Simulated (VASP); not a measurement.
A run of VASP 6.6.1 is set up as follows.

Contents of INCAR:

```
ALGO = Normal
EDIFF = 1E-6
ENCUT = 520
GGA = PS
ISIF = 2
ISMEAR = -1
LASPH = T
LCHARG = F
LREAL = F
LWAVE = F
NBANDS = 11
NELM = 100
PREC = Accurate
SIGMA = 0.03
```

Contents of KPOINTS:

```
k-points
0
Gamma
  8 8 8
```

File POSCAR:

```
SiC
1.0
    0.0000000000      2.1783998086      2.1783998086
    2.1783998086      0.0000000000      2.1783998086
    2.1783998086      2.1783998086      0.0000000000
Si C
1 1
Direct
    0.2500000000      0.2500000000      0.2500000000
    0.0000000000      0.0000000000      0.0000000000
```

Potentials or basis: VASP PAW PBE potentials, release 64 (Si, C).

Launch:

```bash
$ cat potpaw_PBE.64/Si/POTCAR potpaw_PBE.64/C/POTCAR > POTCAR
$ mpirun -np 1 vasp_std > vasp.out
```

(1) Estimate the pressure.

(2) Predict the band gap on the k mesh.

## Answers

(1) 0.4 GPa.

(2) 1.23 eV, indirect (least direct gap 4.44 eV).

Caveat: the PAW data sets were made with another functional, which shifts forces and pressure a little.
